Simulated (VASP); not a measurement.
Here is a VASP 6.6.1 calculation.

File INCAR:

```
  ALGO = Normal
  EDIFF = 1E-6
  ENCUT = 520
  GGA = PE
  ISIF = 2
  ISMEAR = -1
  LASPH = True
  LCHARG = False
  LREAL = False
  LWAVE = False
  NBANDS = 13
  NELM = 80
  PREC = Accurate
  SIGMA = 0.05
```

The input KPOINTS:

```
k-points
0
Gamma
  12 12 12
```

File POSCAR:

```
Mo
1.0
   -1.6046509537      1.6046509537      1.6046509537
    1.6046509537     -1.6046509537      1.6046509537
    1.6046509537      1.6046509537     -1.6046509537
Mo
1
Direct
    0.0000000000      0.0000000000      0.0000000000
```

Potentials or basis: VASP PAW PBE potentials, release 64 (Mo_sv).

The run is started by

```sh
$ cat potpaw_PBE.64/Mo_sv/POTCAR > POTCAR
$ mpirun -np 1 vasp_std > vasp.out
```

Q: Predict the pressure.

A: -10.6 GPa.

Q: Estimate the band gap on the k mesh.

A: Zero (band 7 reaches 15.39 eV, above the bottom of band 8 at 10.46 eV).
